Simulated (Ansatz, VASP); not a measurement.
## LiH in VASP and in Ansatz

Contents of INCAR:

```
PREC = Accurate ; ENCUT = 520
EDIFF = 1E-6 ; ISMEAR = 0
SIGMA = 0.05 ; LREAL = F
LASPH = T ; NELM = 100
ALGO = Normal ; ISIF = 2
LWAVE = F ; LCHARG = F
GGA = PE ; NBANDS = 9
```

File KPOINTS:

```
Automatic mesh
0
Gamma
  14 14 14
```

POSCAR

```
LiH
1.0
    0.0000000000      2.0042430359      2.0042430359
    2.0042430359      0.0000000000      2.0042430359
    2.0042430359      2.0042430359      0.0000000000
Li H
1 1
Direct
    0.0000000000      0.0000000000      0.0000000000
    0.5000000000      0.5000000000      0.5000000000
```

Input for Ansatz:

```yaml
crystal:
  lattice:
    - [0.0, 2.0042430359, 2.0042430359]
    - [2.0042430359, 0.0, 2.0042430359]
    - [2.0042430359, 2.0042430359, 0.0]
  atoms:
    - { symbol: Li, position: [0.0, 0.0, 0.0] }
    - { symbol: H, position: [0.5, 0.5, 0.5] }
basis:
  ecutwfc: 420
  ecutrho_ratio: 4
kpoints:
  mp_grid: { grid: [14, 14, 14] }
hamiltonian:
  xc: pbe
scf:
  occupations: { method: gaussian, width: 0.05 }
output:
  forces: true
  stress: true
  eigenvalues: true
```

Alike in both runs: task single point; functional PBE; k mesh 14 × 14 × 14; occupations gaussian, width 0.05 eV; no spin polarisation.

```csv
,VASP,Ansatz
version,VASP 6.6.1,Ansatz 0.2.0
potentials or method,"VASP PAW PBE potentials, release 64 (Li_sv, H), cutoff 520 eV","scalar-relativistic, plane waves, PAW"
valence electrons in the cell,4,4
```

|  | VASP | Ansatz | Ansatz less VASP |
| --- | --- | --- | --- |
| gap on the k mesh at the Fermi level (eV) | 2.98 | 2.99 | +0.006 |
| least direct gap on the mesh (eV) | 2.98 | 2.99 | +0.006 |

Noted on VASP's run: the cutoff is under 1.25 times that of the potentials, so the pressure is a little rough.
